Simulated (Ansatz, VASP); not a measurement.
**Two plane-wave programs on TiAl3**

```
Ti Al
1.0
    -2.03894    2.03894    4.22489
     2.03894   -2.03894    4.22489
     2.03894    2.03894   -4.22489
Ti Al
1 3
Direct
  0.00000 0.00000 0.00000
  0.50000 0.50000 0.00000
  0.75000 0.25000 0.50000
  0.25000 0.75000 0.50000
```

Alike in both runs: task single point; functional LDA; k mesh 16 × 16 × 16; occupations gaussian, width 0.15 eV; no spin polarisation.

|  | VASP | Ansatz |
| --- | --- | --- |
| version | VASP 6.6.1 | Ansatz 0.2.0 |
| potentials or method | VASP PAW LDA potentials, release 64 (Ti_sv, Al), cutoff 520 eV | scalar-relativistic, plane waves, PAW |
| valence electrons in the cell | 21 | 21 |

```csv
,VASP,Ansatz,Ansatz less VASP
gap on the k mesh at the Fermi level (eV),none,none,-
pressure (GPa),-12.7,-12.6,+0.10
"traceless stress, the component that is largest in VASP (GPa)",7.01,6.98,-0.025
```

Ansatz warns that its potentials were made for another functional, while VASP's fit it. LDA's correlation is that of Perdew and Zunger in VASP and of Perdew and Wang (1992) in Ansatz. A gap of «none» marks a metal or a gap that the smearing closes.
